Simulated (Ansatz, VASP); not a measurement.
# Rb: VASP beside Ansatz

The input INCAR:

```
  ALGO = Fast
  EDIFF = 1E-6
  ENCUT = 520
  ISIF = 2
  ISMEAR = 0
  LASPH = True
  LCHARG = False
  LREAL = False
  LWAVE = False
  NBANDS = 10
  NELM = 60
  PREC = Accurate
  SIGMA = 0.15
```

KPOINTS

```
k-points
0
Gamma
  12 12 12
```

The input POSCAR:

```
Rb
1.0
   -2.5997549468      2.5997549468      2.6940465770
    2.5997549468     -2.5997549468      2.6940465770
    2.5054633166      2.5054633166     -2.6940465770
Rb
1
Direct
    0.0000000000      0.0000000000      0.0000000000
```

Input for Ansatz:

```yaml
crystal:
  lattice:
    - [-2.5997549468, 2.5997549468, 2.694046577]
    - [2.5997549468, -2.5997549468, 2.694046577]
    - [2.5054633166, 2.5054633166, -2.694046577]
  atoms:
    - { symbol: Rb, position: [0.0, 0.0, 0.0] }
basis:
  ecutwfc: 420
kpoints:
  mp_grid: { grid: [12, 12, 12] }
hamiltonian:
  xc: lda
scf:
  occupations: { method: gaussian, width: 0.15 }
output:
  forces: true
  stress: true
  eigenvalues: true
```

Change from the starting cell: engineering shear strain xy -0.0350, equal normal strain along x and y -0.0525.

Alike in both runs: task single point; functional LDA; k mesh 12 × 12 × 12; occupations gaussian, width 0.15 eV; no spin polarisation.

|  | VASP | Ansatz |
| --- | --- | --- |
| version | VASP 6.6.1 | Ansatz 0.2.0 |
| potentials or method | VASP PAW LDA potentials, release 64 (Rb_sv), cutoff 520 eV | scalar-relativistic, plane waves, PAW |
| valence electrons in the cell | 9 | 9 |

|  | VASP | Ansatz | Ansatz less VASP |
| --- | --- | --- | --- |
| gap on the k mesh at the Fermi level (eV) | none | none | - |
| pressure (GPa) | 0.4 | 0.4 | 0.00 |
| traceless stress, the component that is largest in VASP (GPa) | 0.08 | 0.08 | 0.000 |

LDA's correlation is that of Perdew and Zunger in VASP and of Perdew and Wang (1992) in Ansatz. A gap of «none» marks a metal or a gap that the smearing closes.
